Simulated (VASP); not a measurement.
# Mo (P6_3/mmc) in VASP: single point with PBE

Aim: the single point of Mo with PBE.

All numbers are computed with VASP 6.6.1; they aren't measurements. Logs are shortened: lines on timing, memory, paths and dates and some standing lists are left out, and cuts for length are marked.

## (1) The cell of the first run

It takes space group P6_3/mmc (No. 194, hexagonal). The conventional cell has a = 2.754 Å, b = 2.754 Å, c = 4.908 Å, α = 90.00°, β = 90.00°, γ = 120.00°. Mo (site symmetry -6m2) has 12 Mo at 2.75 to 2.92 Å within 3.6 Å.

This isn't the form of Mo at room conditions, which is bcc.

## (2) Single point, PBE

The input, INCAR:

```
PREC = Accurate
ENCUT = 520
EDIFF = 1E-7
ISMEAR = 0
SIGMA = 0.1
LREAL = False
LASPH = True
NELM = 80
ALGO = Fast
ISIF = 2
LWAVE = False
LCHARG = True
GGA = PE
LELF = True
LVHAR = True
NBANDS = 66
```

The input, KPOINTS:

```
Automatic mesh
0
Gamma
  8 6 6
```

The input, POSCAR:

```
Mo
1.0
    0.0000000000      0.0000000000     -4.9082700622
    5.5074768126      0.0000000000      0.0000000000
   -2.7537384063     -4.7696148305      0.0000000000
Mo
8
Direct
    0.7500000000      0.8333333333      0.1666666667
    0.7500000000      0.3333333333      0.1666666667
    0.7500000000      0.8333333333      0.6666666667
    0.7500000000      0.3333333333      0.6666666667
    0.2500000000      0.1666666667      0.3333333333
    0.2500000000      0.6666666667      0.3333333333
    0.2500000000      0.1666666667      0.8333333333
    0.2500000000      0.6666666667      0.8333333333
```

Potentials or basis: VASP PAW PBE potentials, release 64 (Mo_sv).

Started as:

```bash
$ cat potpaw_PBE.64/Mo_sv/POTCAR > POTCAR
$ mpirun -np 1 vasp_std > vasp.out
```

OUTCAR:

```text
PREC = Accurate
   ENCUT = 520
   EDIFF = 1E-7
   ISMEAR = 0
   LREAL = False
   LASPH = True
   NELM = 80
   ISIF = 2
   GGA = PE

 ion  position               nearest neighbor table
   1  0.750  0.833  0.167-   2 2.75   2 2.75   4 2.75   3 2.75   3 2.75   4 2.75   6 2.92   6 2.92
                             5 2.92   5 2.92   8 2.92   8 2.92
   2  0.750  0.333  0.167-   1 2.75   1 2.75   4 2.75   4 2.75   3 2.75   3 2.75   5 2.92   5 2.92
                             6 2.92   6 2.92   7 2.92   7 2.92
   3  0.750  0.833  0.667-   4 2.75   4 2.75   1 2.75   1 2.75   2 2.75   2 2.75   8 2.92   8 2.92
                             7 2.92   7 2.92   6 2.92   6 2.92
   4  0.750  0.333  0.667-   3 2.75   3 2.75   1 2.75   2 2.75   2 2.75   1 2.75   7 2.92   7 2.92
                             8 2.92   8 2.92   5 2.92   5 2.92
   5  0.250  0.167  0.333-   6 2.75   6 2.75   8 2.75   7 2.75   7 2.75   8 2.75   2 2.92   2 2.92
                             1 2.92   1 2.92   4 2.92   4 2.92
   6  0.250  0.667  0.333-   5 2.75   5 2.75   8 2.75   8 2.75   7 2.75   7 2.75   1 2.92   1 2.92
                             2 2.92   2 2.92   3 2.92   3 2.92
   7  0.250  0.167  0.833-   8 2.75   8 2.75   5 2.75   5 2.75   6 2.75   6 2.75   4 2.92   4 2.92
                             3 2.92   3 2.92   2 2.92   2 2.92
   8  0.250  0.667  0.833-   7 2.75   7 2.75   5 2.75   6 2.75   6 2.75   5 2.75   3 2.92   3 2.92
                             4 2.92   4 2.92   1 2.92   1 2.92

  LATTYP: Found a hexagonal cell.
 ALAT       =     5.5074768126
 C/A-ratio  =     0.8912012214

  Lattice vectors:

 A1 = (   5.5074768126,   0.0000000000,   0.0000000000)
 A2 = (  -2.7537384063,  -4.7696148305,   0.0000000000)
 A3 = (   0.0000000000,   0.0000000000,  -4.9082700622)

Analysis of symmetry for initial positions (statically):
=====================================================================
 Subroutine PRICEL returns following result:

  LATTYP: Found a hexagonal cell.
 ALAT       =     2.7537384063
 C/A-ratio  =     1.7824024428

  Lattice vectors:

 A1 = (   2.7537384063,   0.0000000000,   0.0000000000)
 A2 = (  -1.3768692032,  -2.3848074152,   0.0000000000)
 A3 = (   0.0000000000,   0.0000000000,  -4.9082700622)

   4 primitive cells build up your supercell.

 Routine SETGRP: Setting up the symmetry group for a
 hexagonal supercell.

 Subroutine GETGRP returns: Found 24 space group operations
 (whereof 12 operations were pure point group operations)
 out of a pool of 24 trial point group operations.

The static configuration has the point symmetry D_3d.
 The point group associated with its full space group is D_6h.

Analysis of symmetry for dynamics (positions and initial velocities):
=====================================================================
 Subroutine PRICEL returns following result:

  LATTYP: Found a hexagonal cell.
 ALAT       =     2.7537384063
 C/A-ratio  =     1.7824024428

  Lattice vectors:

 A1 = (   2.7537384063,   0.0000000000,   0.0000000000)
 A2 = (  -1.3768692032,  -2.3848074152,   0.0000000000)
 A3 = (   0.0000000000,   0.0000000000,  -4.9082700622)

   4 primitive cells build up your supercell.

 Routine SETGRP: Setting up the symmetry group for a
 hexagonal supercell.

 Subroutine GETGRP returns: Found 24 space group operations
 (whereof 12 operations were pure point group operations)
 out of a pool of 24 trial point group operations.

The dynamic configuration has the point symmetry D_3d.
 The point group associated with its full space group is D_6h.

 Subroutine INISYM returns: Found 24 space group operations
 (whereof 12 operations are pure point group operations),
 and found     4 'primitive' translations

----------------------------------------------------------------------------------------

                                     Primitive cell

  volume of cell :      32.2333

  direct lattice vectors                    reciprocal lattice vectors
     2.753738406  0.000000000  0.000000000     0.363142700 -0.209660536  0.000000000
    -1.376869203 -2.384807415  0.000000000     0.000000000 -0.419321071  0.000000000
     0.000000000  0.000000000 -4.908270062     0.000000000  0.000000000 -0.203737771

  length of vectors
     2.753738406  2.753738406  4.908270062     0.419321071  0.419321071  0.203737771

  position of ions in fractional coordinates (direct lattice)
     0.666666667  0.333333333  0.750000000
     0.333333333  0.666666667  0.250000000

  ion indices of the primitive-cell ions
   primitive index   ion index
                 1           1
                 2           6

----------------------------------------------------------------------------------------

 KPOINTS: Automatic mesh

Automatic generation of k-mesh.
 Grid dimensions read from file:
 generate k-points for:    8    6    6

 Generating k-lattice:

  Cartesian coordinates                     Fractional coordinates (reciprocal lattice)
     0.000000000  0.000000000 -0.025467221     0.125000000  0.000000000  0.000000000
     0.030261892 -0.017471711  0.000000000     0.000000000  0.166666667  0.000000000
     0.000000000 -0.034943423  0.000000000     0.000000000  0.000000000  0.166666667

  Length of vectors
     0.025467221  0.034943423  0.034943423

  Shift w.r.t. Gamma in fractional coordinates (k-lattice)
     0.000000000  0.000000000  0.000000000

 Subroutine IBZKPT returns following result:
 ===========================================

 Found     35 irreducible k-points:

 Following reciprocal coordinates:
            Coordinates               Weight
  0.000000  0.000000  0.000000      1.000000
  0.125000  0.000000  0.000000      2.000000
  0.250000  0.000000  0.000000      2.000000
  0.375000  0.000000  0.000000      2.000000
  0.500000  0.000000  0.000000      1.000000
  0.000000  0.166667  0.000000      6.000000
[... 16 lines left out ...]
  0.250000  0.166667  0.166667     12.000000
  0.375000  0.166667  0.166667     12.000000
 [... further k-points ...]
   k-points           NKPTS =     35   k-points in BZ     NKDIM =     35   number of bands    NBANDS=     66
   number of dos      NEDOS =    301   number of ions     NIONS =      8
   total plane-waves  NPLWV =  70560
   dimension x,y,z NGX =    40 NGY =   42 NGZ =   42
   dimension x,y,z NGXF=    80 NGYF=   84 NGZF=   84
   ions per type =               8
   NGX,Y,Z   is equivalent  to a cutoff of  13.55, 12.68, 12.68 a.u.
   NGXF,Y,Z  is equivalent  to a cutoff of  27.10, 25.36, 25.36 a.u.
 SYSTEM =  unknown system
   PREC   = accura    normal or accurate (medium, high low for compatibility)
   ISTART =      0    job   : 0-new  1-cont  2-samecut
   ICHARG =      2    charge: 1-file 2-atom 10-const
   ISPIN  =      1    spin polarized calculation?
   LNONCOLLINEAR =      F non collinear calculations
   LSORBIT =      F    spin-orbit coupling
   LASPH  =      T    aspherical Exc in radial PAW
   ENCUT  =  520.0 eV  38.22 Ry    6.18 a.u.   9.13 10.24 10.24*2*pi/ulx,y,z
   NELM   =     80;   NELMIN=  2; NELMDL= -5     # of ELM steps
   EDIFF  = 0.1E-06   stopping-criterion for ELM
   LREAL  =      F    real-space projection
   EDIFFG = 0.1E-05   stopping-criterion for IOM
   NSW    =      0    number of steps for IOM
   IBRION =     -1    ionic relax: 0-MD 1-quasi-New 2-CG
   NFREE  =      0    steps in history (QN), initial steepest desc. (CG)
   ISIF   =      2    stress and relaxation
   ISYM   =      2    0-nonsym 1-usesym 2-fastsym
   POTIM  = 0.5000    time-step for ionic-motion
   TEBEG  =    0.0;   TEEND  =   0.0 temperature during run
   PSTRESS=    0.0 pullay stress
   NELECT =     112.0000    total number of electrons
   NUPDOWN=      -1.0000    fix difference up-down
   EMIN   =  10.00;   EMAX   =-10.00  energy-range for DOS
   EFERMI =   0.00;   METHOD = LEGACY
   ISMEAR =     0;   SIGMA  =   0.10  broadening in eV -4-tet -1-fermi 0-gaus
   EFERMI_NEDOS =   21; number of points for ismear=-14 and -15
   IALGO  =     68    algorithm
   IMIX   =      4    mixing-type and parameters
     AMIX     =   0.40;   BMIX     =  1.00
     AMIX_MAG =   1.60;   BMIX_MAG =  1.00
  volume/ion in A,a.u.               =      16.12       108.76
  Fermi-wavevector in a.u.,A,eV,Ry     =   1.562042  2.951831 33.197876  2.439975
  Thomas-Fermi vector in A             =   2.665019
   LORBIT       =      0    0 simple, 1 ext, 2 COOP (PROOUT), +10 PAW based schemes
   GGA     = PE    functional components
   LHFCALC =     F    Hartree Fock is set to
   AEXX    =    0.0000 exact exchange contribution
   IVDW    =     0    specifies the selected vdW correction
   LEPSILON=     F    determine dielectric tensor
   LRPA    =     F    only Hartree local field effects (RPA)
 non-spin polarized calculation
 RMM-DIIS sequential band-by-band and
 Gauss-broadening in eV      SIGMA  =   0.10
  energy-cutoff  :      520.00
  volume of cell :      128.93
 maximum number of plane-waves:      3516
 NGX is ok and might be reduce to    40
   NGX = 19   NGY = 21   NGZ = 21

 number of electron     112.0000000 magnetization

 Free energy of the ion-electron system (eV)
  ---------------------------------------------------
  ext. energy  EPLUGINS =         0.00000000
  ---------------------------------------------------
  free energy    TOTEN  =       -84.03142729 eV

  energy without entropy =      -83.97867065  energy(sigma->0) =      -84.00504897

 E-fermi :  11.8028     XC(G=0): -13.1957

 val. band max:       11.7956361897   @ k =   0.2500   0.1667   0.1667
 cond. band min:      11.8028169981   @ k =   0.0000   0.3333   0.0000
 fundamental gap:      0.0071808084
 Fermi energy:        11.8027684972

 k-point     1 :       0.0000    0.0000    0.0000
  band No.  band energies     occupation
      1     -49.0479      2.00000
      2     -48.8955      2.00000
      3     -48.7926      2.00000
      4     -48.7926      2.00000
      5     -48.7926      2.00000
      6     -48.7434      2.00000
[... 58 lines left out ...]
     65      15.2312      0.00000
     66      15.4438      0.00000

 k-point     2 :       0.1250    0.0000    0.0000
  band No.  band energies     occupation
      1     -49.0422      2.00000
      2     -48.9014      2.00000
      3     -48.7908      2.00000
      4     -48.7908      2.00000
      5     -48.7908      2.00000
      6     -48.7453      2.00000
[... 1576 lines left out ...]
     65      13.8746      0.00000
     66      13.9165      0.00000

 [... further k-points ...]

------------------------ aborting loop because EDIFF is reached ----------------------------------------

  FORCE on cell =-STRESS in cart. coord.  units (eV):
  Direction    XX          YY          ZZ          XY          YZ          ZX
  --------------------------------------------------------------------------------------
  -------------------------------------------------------------------------------------
  Total        0.4142497      0.4142497      0.3134308     -0.0000000     -0.0000000      0.0000000
  in kB        5.1476425      5.1476425      3.8948242     -0.0000000     -0.0000000      0.0000000
  external PRESSURE =       4.7300364 kB  Pullay stress =       0.0000000 kB

 VOLUME and BASIS-vectors are now :
 -----------------------------------------------------------------------------
  energy-cutoff  :      520.00
  volume of cell :      128.93
      direct lattice vectors                 reciprocal lattice vectors
     0.000000000  0.000000000 -4.908270062     0.000000000  0.000000000 -0.203737771
     5.507476813  0.000000000  0.000000000     0.181571350 -0.104830268  0.000000000
    -2.753738406 -4.769614831  0.000000000     0.000000000 -0.209660536  0.000000000

 POSITION                                       TOTAL-FORCE (eV/Angst)
 -----------------------------------------------------------------------------------
      4.13061     -0.79494     -3.68120        -0.000000      0.000000     -0.000000
      1.37687     -0.79494     -3.68120        -0.000000      0.000000      0.000000
      2.75374     -3.17974     -3.68120        -0.000000     -0.000000     -0.000000
     -0.00000     -3.17974     -3.68120        -0.000000      0.000000     -0.000000
      0.00000     -1.58987     -1.22707        -0.000000     -0.000000      0.000000
      2.75374     -1.58987     -1.22707         0.000000     -0.000000     -0.000000
     -1.37687     -3.97468     -1.22707         0.000000      0.000000      0.000000
      1.37687     -3.97468     -1.22707         0.000000      0.000000      0.000000
 -----------------------------------------------------------------------------------
    total drift:                                0.000001     -0.000000     -0.000000

  FREE ENERGIE OF THE ION-ELECTRON SYSTEM (eV)
  ---------------------------------------------------
  free  energy   TOTEN  =       -84.0314272890 eV

  energy  without entropy=      -83.9786706470  energy(sigma->0) =      -84.00504897
```

Run time: 4.1 min. Hardware: 1 thread of AMD EPYC 9R45 (Zen 5), shared host; peak memory 0.33 GiB.

Results:

| Item | Value |
| --- | --- |
| Free energy | -84.0314 eV |
| Pressure | 0.5 GPa |
| Band gap on the k mesh | zero (bands 56 and 57 overlap by 1.55 eV) |

Stress tensor (GPa, compression positive):
```
0.51 0.00 0.00
0.00 0.51 0.00
0.00 0.00 0.39
```
